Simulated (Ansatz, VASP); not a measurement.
Tl: VASP beside Ansatz

```xyz
1
Lattice="0.0000 2.3898 2.3898 2.3898 0.0000 2.3898 2.3898 2.3898 0.0000" Properties=species:S:1:pos:R:3 pbc="T T T"
Tl    0.0000    0.0000    0.0000
```

Alike in both runs: task single point; functional PBEsol; k mesh 13 × 13 × 13; occupations fermi-dirac, width 0.1 eV; no spin polarisation.

```csv
,VASP,Ansatz
version,VASP 6.6.1,Ansatz 0.2.0
potentials or method,"VASP PAW PBE potentials, release 64 (Tl_d), cutoff 520 eV","plane waves (420 eV) with PAW, scalar-relativistic"
valence electrons in the cell,13,13
```

|  | VASP | Ansatz | Ansatz less VASP |
| --- | --- | --- | --- |
| pressure (GPa) | 1.6 | 1.6 | +0.05 |

VASP's potentials were made for PBE, not for PBEsol, and Ansatz warns of the same on its side.

Neither program's run includes spin-orbit coupling.
